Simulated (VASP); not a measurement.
# SnSe2 (P-3m1) in VASP: a series of runs, part 2 of 2

VASP 6.6.1. Earlier steps stand in the parts before.

## (3) Single point, PBEsol

This run uses another cell than the first one, of 24.35 Å³/atom, 1.029 times its volume.

INCAR reads:

```
PREC = Accurate
ENCUT = 520
EDIFF = 1E-6
ISMEAR = 0
SIGMA = 0.01
LREAL = F
LASPH = T
NELM = 100
ALGO = Normal
ISIF = 2
LWAVE = F
LCHARG = F
GGA = PS
NBANDS = 20
```

KPOINTS reads:

```
regular mesh
0
Gamma
  12 12 4
```

POSCAR reads:

```
SnSe2
1.0
    3.7420074162      0.0000000000      0.0000000000
   -1.8710037081      3.2406736664      0.0000000000
    0.0000000000      0.0000000000      6.0249166900
Sn Se
1 2
Direct
    0.0000000000      0.0000000000      0.0000000000
    0.3333333333      0.6666666667      0.2490000000
    0.6666666667      0.3333333333      0.7510000000
```

Potentials or basis: VASP PAW PBE potentials, release 64 (Sn_d, Se).

Command:

```bash
> cat potpaw_PBE.64/Sn_d/POTCAR potpaw_PBE.64/Se/POTCAR > POTCAR
> mpirun -np 1 vasp_std > vasp.out
```

Run time: 1.8 min. Hardware: 1 thread of Intel Xeon 6975P-C, shared host; peak memory 0.25 GiB.

It converged, with:

| Property | Result |
| --- | --- |
| Free energy | -12.8184 eV |
| Pressure | 7.4 GPa |
| Largest force | 1.223 eV/Å |
| Band gap on the k mesh | 0.75 eV, indirect (least direct gap 1.25 eV) |

Forces in eV/Å, atoms in the order of the input:
```
Sn   0.000  0.000  0.000
Se   0.000  0.000  1.223
Se   0.000  0.000 -1.223
```

Stress tensor (GPa, compression positive):
```
6.83 0.00 0.00
0.00 6.83 0.00
0.00 0.00 8.58
```

Levels at points of the mesh, in eV from the valence-band top:
| k point | band 9 | band 10 | band 11 | band 12 | band 13 | band 14 | band 15 | band 16 | band 17 | band 18 |
| --- | --- | --- | --- | --- | --- | --- | --- | --- | --- | --- |
| (0.00, 0.00, 0.00) | -0.81 | -0.81 | -0.46 | -0.46 | -0.02 | 1.23 | 2.82 | 4.64 | 4.64 | 8.05 |
| (0.50, 0.00, 0.00) | -4.88 | -3.20 | -2.96 | -1.40 | -0.37 | 1.11 | 3.69 | 5.25 | 5.52 | 7.49 |
| (0.00, 0.00, 0.50) | -2.33 | -0.90 | -0.90 | -0.29 | -0.29 | 2.62 | 2.85 | 4.34 | 4.34 | 8.14 |
| (0.50, 0.00, 0.50) | -5.37 | -2.78 | -2.16 | -0.99 | -0.80 | 0.85 | 4.13 | 4.70 | 5.61 | 6.52 |

Caveat: the PAW data sets were made with another functional, which shifts forces and pressure a little; spin-orbit coupling is left out, which moves the levels of the heavy elements; this functional lacks dispersion, which binds the layers, so the pressure and a relaxed spacing across them are unreliable. A k mesh can miss the band edges.

## (4) Single point, PBEsol

This run uses another cell than the first one, of 25.04 Å³/atom, 1.058 times its volume.

INCAR reads:

```
  PREC = Accurate
  ENCUT = 520
  EDIFF = 1E-7
  ISMEAR = 0
  SIGMA = 0.01
  LREAL = False
  LASPH = True
  NELM = 80
  ALGO = Normal
  ISIF = 2
  LWAVE = False
  LCHARG = False
  GGA = PS
  NBANDS = 20
```

KPOINTS reads:

```
Automatic mesh
0
Gamma
  12 12 4
```

POSCAR reads:

```
SnSe2
1.0
    3.7768187865      0.0000000000      0.0000000000
   -1.8884093933      3.2708211991      0.0000000000
    0.0000000000      0.0000000000      6.0809656453
Sn Se
1 2
Direct
    0.0000000000      0.0000000000      0.0000000000
    0.3333333333      0.6666666667      0.2490000000
    0.6666666667      0.3333333333      0.7510000000
```

Command:

```bash
> cat potpaw_PBE.64/Sn_d/POTCAR potpaw_PBE.64/Se/POTCAR > POTCAR
> mpirun -np 1 vasp_std > vasp.out
```

It took 96 s on 1 thread of Intel Xeon 6975P-C, shared host; peak memory 0.25 GiB.

The run converged. Its results:

```yaml
Free_energy: -12.8970 eV
Pressure: 4.8 GPa
Largest_force: 0.909 eV/Å
Band_gap_on_the_k_mesh: 0.73 eV, indirect (least direct gap 1.12 eV)
```

Forces on the atoms (eV/Å):
```
Sn   0.000  0.000  0.000
Se   0.000  0.000  0.909
Se   0.000  0.000 -0.909
```

Stress tensor (GPa, compression positive):
```
4.22 0.00 0.00
0.00 4.22 0.00
0.00 0.00 6.06
```

Levels at points of the mesh, in eV from the valence-band top:
| k point | band 9 | band 10 | band 11 | band 12 | band 13 | band 14 | band 15 | band 16 | band 17 | band 18 |
| --- | --- | --- | --- | --- | --- | --- | --- | --- | --- | --- |
| (0.00, 0.00, 0.00) | -0.78 | -0.78 | -0.45 | -0.45 | -0.03 | 1.08 | 2.80 | 4.59 | 4.59 | 8.02 |
| (0.50, 0.00, 0.00) | -4.72 | -3.09 | -2.85 | -1.33 | -0.36 | 1.08 | 3.67 | 5.27 | 5.45 | 7.33 |
| (0.00, 0.00, 0.50) | -2.22 | -0.87 | -0.87 | -0.29 | -0.29 | 2.48 | 2.80 | 4.30 | 4.30 | 8.07 |
| (0.50, 0.00, 0.50) | -5.19 | -2.68 | -2.11 | -0.94 | -0.77 | 0.81 | 4.12 | 4.71 | 5.65 | 6.39 |

Caveat: the PAW data sets were made with another functional, which shifts forces and pressure a little; spin-orbit coupling is left out, which moves the levels of the heavy elements; this functional lacks dispersion, which binds the layers, so the pressure and a relaxed spacing across them are unreliable.

## (5) Single point, PBEsol

This run uses another cell than the first one, of 25.73 Å³/atom, 1.087 times its volume.

INCAR reads:

```
SYSTEM = SnSe2
ALGO = Normal
EDIFF = 1E-7
ENCUT = 520
GGA = PS
ISIF = 2
ISMEAR = 0
LASPH = .TRUE.
LCHARG = .FALSE.
LREAL = .FALSE.
LWAVE = .FALSE.
NBANDS = 20
NELM = 80
PREC = Accurate
SIGMA = 0.01
```

KPOINTS reads:

```
k-points
0
G
  12 12 4
  0 0 0
```

POSCAR reads:

```
SnSe2
1.0
    3.8110000000      0.0000000000      0.0000000000
   -1.9055000000      3.3004230000      0.0000000000
    0.0000000000      0.0000000000      6.1360000000
Sn Se
1 2
Direct
    0.0000000000      0.0000000000      0.0000000000
    0.3333333333      0.6666666667      0.2490000000
    0.6666666667      0.3333333333      0.7510000000
```

Command:

```bash
> cat potpaw_PBE.64/Sn_d/POTCAR potpaw_PBE.64/Se/POTCAR > POTCAR
> mpirun -np 1 vasp_std > vasp.out
```

It took 1.9 min on 1 thread of Intel Xeon 6975P-C, shared host; peak memory 0.25 GiB.

Results (log left out):

```
Free energy            : -12.9449 eV
Pressure               : 2.6 GPa
Largest force          : 0.627 eV/Å
Band gap on the k mesh : 0.70 eV, indirect (least direct gap 1.00 eV)
```

Forces on the atoms (eV/Å):
```
Sn   0.000  0.000  0.000
Se   0.000  0.000  0.627
Se   0.000  0.000 -0.627
```

Stress tensor (GPa, compression positive):
```
1.98 0.00 0.00
0.00 1.98 0.00
0.00 0.00 3.88
```

Levels at points of the mesh, in eV from the valence-band top:
```tsv
k point	band 9	band 10	band 11	band 12	band 13	band 14	band 15	band 16	band 17	band 18
(0.00, 0.00, 0.00)	-0.75	-0.75	-0.43	-0.43	-0.04	0.95	2.79	4.54	4.54	7.99
(0.50, 0.00, 0.00)	-4.57	-2.98	-2.75	-1.27	-0.35	1.05	3.65	5.29	5.39	7.18
(0.00, 0.00, 0.50)	-2.12	-0.84	-0.84	-0.28	-0.28	2.35	2.76	4.26	4.26	8.01
(0.50, 0.00, 0.50)	-5.02	-2.58	-2.05	-0.90	-0.74	0.77	4.11	4.71	5.70	6.26
```

Caveat: the PAW data sets were made with another functional, which shifts forces and pressure a little; spin-orbit coupling is left out, which moves the levels of the heavy elements; this functional lacks dispersion, which binds the layers, so the pressure and a relaxed spacing across them are unreliable.

## (6) Single point, PBEsol

This run uses another cell than the first one, of 26.41 Å³/atom, 1.116 times its volume.

INCAR reads:

```
SYSTEM = SnSe2
ALGO     = Normal         ! electronic algorithm
EDIFF    = 1E-6           ! SCF threshold, eV
ENCUT    = 520            ! plane-wave cutoff, eV
GGA      = PS             ! functional
ISIF     = 2              ! what is computed and relaxed
ISMEAR   = 0              ! smearing method
LASPH    = .True.         ! aspherical terms in the spheres
LCHARG   = .False.        ! write CHGCAR
LREAL    = .False.        ! projectors in reciprocal space
LWAVE    = .False.        ! write WAVECAR
NBANDS   = 20             ! bands
NELM     = 80             ! most SCF steps
PREC     = Accurate       ! precision mode
SIGMA    = 0.01           ! smearing width, eV
```

KPOINTS reads:

```
k-points
0
Gamma
  12 12 4
  0 0 0
```

POSCAR reads:

```
SnSe2
1.0
    3.8445788227      0.0000000000      0.0000000000
   -1.9222894113      3.3295031151      0.0000000000
    0.0000000000      0.0000000000      6.1900644597
Sn Se
1 2
Direct
    0.0000000000      0.0000000000      0.0000000000
    0.3333333333      0.6666666667      0.2490000000
    0.6666666667      0.3333333333      0.7510000000
```

Potentials or basis: VASP PAW PBE potentials, release 64 (Sn_d, Se).

Command:

```bash
> cat potpaw_PBE.64/Sn_d/POTCAR potpaw_PBE.64/Se/POTCAR > POTCAR
> mpirun -np 1 vasp_std > vasp.out
```

It took 1.8 min on 1 thread of Intel Xeon 6975P-C, shared host; peak memory 0.26 GiB.

The run converged. Its results:

| Quantity | Value |
| --- | --- |
| Free energy | -12.9663 eV |
| Pressure | 0.7 GPa |
| Largest force | 0.374 eV/Å |
| Band gap on the k mesh | 0.67 eV, indirect (least direct gap 0.89 eV) |

Forces on the atoms (eV/Å):
```
Sn   0.000  0.000  0.000
Se   0.000  0.000  0.374
Se   0.000  0.000 -0.374
```

Stress tensor (GPa, compression positive):
```
0.07 0.00 0.00
0.00 0.07 0.00
0.00 0.00 2.02
```

Levels at points of the mesh, in eV from the valence-band top:
| k point | band 9 | band 10 | band 11 | band 12 | band 13 | band 14 | band 15 | band 16 | band 17 | band 18 |
| --- | --- | --- | --- | --- | --- | --- | --- | --- | --- | --- |
| (0.00, 0.00, 0.00) | -0.72 | -0.72 | -0.42 | -0.42 | -0.05 | 0.84 | 2.77 | 4.49 | 4.49 | 7.95 |
| (0.50, 0.00, 0.00) | -4.42 | -2.88 | -2.65 | -1.22 | -0.34 | 1.02 | 3.62 | 5.31 | 5.32 | 7.03 |
| (0.00, 0.00, 0.50) | -2.03 | -0.81 | -0.81 | -0.27 | -0.27 | 2.23 | 2.72 | 4.23 | 4.23 | 7.95 |
| (0.50, 0.00, 0.50) | -4.86 | -2.49 | -2.00 | -0.86 | -0.72 | 0.72 | 4.09 | 4.71 | 5.73 | 6.14 |

Caveat: the PAW data sets were made with another functional, which shifts forces and pressure a little; spin-orbit coupling is left out, which moves the levels of the heavy elements; this functional lacks dispersion, which binds the layers, so the pressure and a relaxed spacing across them are unreliable. A k mesh can miss the band edges.

## (7) Overview

```tsv
cell	gap on the mesh (eV)	pressure (GPa)	largest force (eV/Å)
a = 3.707, b = 3.707, c = 5.968 Å, angles 90.0, 90.0, 120.0°, 3 atoms	0.78	10.4	1.57
a = 3.742, b = 3.742, c = 6.025 Å, angles 90.0, 90.0, 120.0°, 3 atoms	0.75	7.4	1.22
a = 3.777, b = 3.777, c = 6.081 Å, angles 90.0, 90.0, 120.0°, 3 atoms	0.73	4.8	0.91
a = 3.811, b = 3.811, c = 6.136 Å, angles 90.0, 90.0, 120.0°, 3 atoms	0.70	2.6	0.63
a = 3.845, b = 3.845, c = 6.190 Å, angles 90.0, 90.0, 120.0°, 3 atoms	0.67	0.7	0.37
```

Alike in all rows: task single point; level PBEsol; potentials or basis VASP PAW PBE potentials, release 64 (Sn_d, Se); no spin polarisation; k mesh 12 × 12 × 4; cutoff (eV) 520; smearing gaussian 0.01 eV.

Caveats: the PAW data sets were made with another functional, which shifts forces and pressure a little; spin-orbit coupling is left out, which moves the levels of the heavy elements; this functional lacks dispersion, which binds the layers, so the pressure and a relaxed spacing across them are unreliable.

Total energies depend on the potentials used, so only differences within one code and one set of settings carry meaning.
